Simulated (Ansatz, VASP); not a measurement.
MgS in VASP and in Ansatz

```
Mg S
1.0
     0.00000    2.30896    2.60165
     2.89434    0.00000    2.60165
     2.89434    2.30896    0.00000
Mg S
1 1
Cartesian
  0.0000 0.0000 0.0000
  2.8943 2.3090 2.6016
```

Change from the starting cell: strain +0.1125 x Voigt [1, -1, 0, 0, 0, 0], atoms carried along.

Alike in both runs: task single point; functional PBEsol; k mesh 8 × 8 × 8; occupations gaussian, width 0.05 eV; no spin polarisation.

|  | VASP | Ansatz |
| --- | --- | --- |
| version | VASP 6.6.1 | Ansatz 0.2.0 |
| potentials or method | VASP PAW PBE potentials, release 64 (Mg, S), cutoff 520 eV | scalar-relativistic, plane waves, PAW |
| valence electrons in the cell | 8 | 16 |

```csv
,VASP,Ansatz,Ansatz less VASP
gap on the k mesh at the Fermi level (eV),2.41,2.40,-0.010
least direct gap on the mesh (eV),3.44,3.43,-0.003
pressure (GPa),6.5,6.6,+0.11
"traceless stress, the component that is largest in VASP (GPa)",17.61,17.55,-0.054
```

VASP's potentials were made for PBE, not for PBEsol. VASP's potentials hold 8 valence electrons a cell and Ansatz's 16, so a difference there can come from the potentials and not from the codes.
